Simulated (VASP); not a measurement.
CdTe: single point with PBEsol

CdTe:

```
CELL_PARAMETERS angstrom
3.07547 -3.10489 0.00000
3.07547 3.10489 0.00000
0.00000 0.00000 6.11089
ATOMIC_POSITIONS crystal
Cd 0.27703 0.72297 0.75000
Cd 0.72297 0.27703 0.25000
Te 0.76614 0.23386 0.75000
Te 0.23386 0.76614 0.25000
```

```
Program             : VASP 6.6.1
Task                : single point
Functional          : PBEsol
Potentials or basis : VASP PAW PBE potentials, release 64 (Cd, Te)
Cutoff              : 520 eV
k mesh              : 9 × 9 × 6
Occupations         : fermi-dirac, width 0.05 eV
Spin                : no spin polarisation
```

```
Pressure               : -3.4 GPa
Largest force          : 0.062 eV/Å
Band gap on the k mesh : zero (bands 18 and 19 overlap by 1.21 eV)
```

Forces on the atoms (eV/Å):
```
Cd   0.000  0.031  0.000
Cd   0.000 -0.031  0.000
Te   0.000  0.062  0.000
Te   0.000 -0.062  0.000
```

Stress tensor (GPa, compression positive):
```
-3.54  0.00  0.00
 0.00 -3.55  0.00
 0.00  0.00 -3.20
```

Levels at points of the mesh, in eV from the Fermi level:
```csv
k point,band 15,band 16,band 17,band 18,band 19,band 20,band 21,band 22
"(0.00, 0.00, 0.00)",-1.97,-1.31,-0.43,-0.39,-0.33,0.16,4.22,6.90
"(0.00, 0.00, 0.50)",-1.27,-1.27,-1.22,-1.22,1.59,1.59,5.03,5.03
```

It took 95 s on 1 thread of Intel(R) Xeon(R) 6975P-C (Granite Rapids), on a shared host, peak memory 0.42 GiB.

Caveat: the cell stands under tension; the PAW data sets were made with another functional, which shifts forces and pressure a little; spin-orbit coupling is left out, which moves the levels of the heavy elements.
